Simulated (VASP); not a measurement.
Set up this calculation in VASP 6.6.1, as the native input.

| Quantity | Value |
| --- | --- |
| Task | relaxation of cell and atoms |
| Functional | HSE06 |
| Potentials or basis | VASP PAW PBE potentials, release 64 (W_sv) |
| Cutoff | 500 eV |
| k mesh | 6 × 6 × 6 |
| Occupations | fermi-dirac, width 0.05 eV |
| Spin | no spin polarisation |
| Dipole correction | no |
| Grid for exact exchange (PRECFOCK) | Normal |
| Further INCAR settings | ALGO = Normal; EDIFF = 1e-07; IBRION = 2; EDIFFG = -0.01; NSW = 60; ISIF = 3 |
| Share of exact exchange | 0.25 |
| Screening parameter | 0.2079 1/Å |

Crystal: W.

```
W
1.0
    -1.58234    1.58234    1.58234
     1.58234   -1.58234    1.58234
     1.58234    1.58234   -1.58234
W
1
Direct
  0.00000 0.00000 0.00000
```

One way to write it, as run:

POSCAR

```
W
1.0
   -1.5823450000      1.5823450000      1.5823450000
    1.5823450000     -1.5823450000      1.5823450000
    1.5823450000      1.5823450000     -1.5823450000
W
1
Direct
    0.0000000000      0.0000000000      0.0000000000
```

INCAR.step1

```
SYSTEM = W
PREC = Accurate ; ENCUT = 500
EDIFF = 1E-5 ; ISMEAR = -1
SIGMA = 0.05 ; LREAL = .False.
LASPH = .True. ; NELM = 120
ALGO = Normal ; LWAVE = .True.
LCHARG = .False. ; GGA = PE
NBANDS = 13 ; GGA_COMPAT = .False.
IBRION = 2 ; ISIF = 3
EDIFFG = -0.005 ; NELMIN = 4
NSW = 100
```

INCAR.step2

```
SYSTEM = W
PREC = Accurate ; ENCUT = 500
EDIFF = 1E-7 ; ISMEAR = -1
SIGMA = 0.05 ; LREAL = .False.
LASPH = .True. ; NELM = 120
ALGO = Normal ; ISIF = 3
LWAVE = .False. ; LCHARG = .False.
GGA = PE ; LHFCALC = .True.
HFSCREEN = 0.2079 ; PRECFOCK = Normal
IBRION = 2 ; NSW = 60
EDIFFG = -0.01 ; ISTART = 1
GGA_COMPAT = .False. ; NELMIN = 4
```

KPOINTS

```
regular mesh
0
Gamma
  6 6 6
  0 0 0
```

Potentials or basis: VASP PAW PBE potentials, release 64 (W_sv).

Run with:

```bash
$ cat potpaw_PBE.64/W_sv/POTCAR > POTCAR
$ cp INCAR.step1 INCAR
$ mpirun -np 1 vasp_std > vasp.out
$ cp INCAR.step2 INCAR
$ mpirun -np 1 vasp_std > vasp.out
```

Results of the run:

The relaxed volume is 15.67 Å³/atom and the relaxed cell is a = 2.730 Å, b = 2.730 Å, c = 2.730 Å, α = 109.47°, β = 109.47°, γ = 109.47°. The space group after relaxing (to 0.1 Å) is Im-3m (No. 229). The energy gained by relaxing is 2.2 meV/atom, the ionic steps are 3 and the pressure after relaxing is 0.0 GPa. The band gap on the k mesh is zero (bands 7 and 8 overlap by 7.55 eV).

Caveat: the k points lie up to 0.47 Å⁻¹ apart in the final cell, too coarse for converged energies and pressures of a metal; the PAW data sets were made with another functional, which shifts forces and pressure a little; spin-orbit coupling is left out, which moves the levels of the heavy elements.

Wall time 28 min on 1 thread of Intel(R) Xeon(R) Platinum 8488C (Sapphire Rapids) (shared host), peak memory 0.24 GiB.
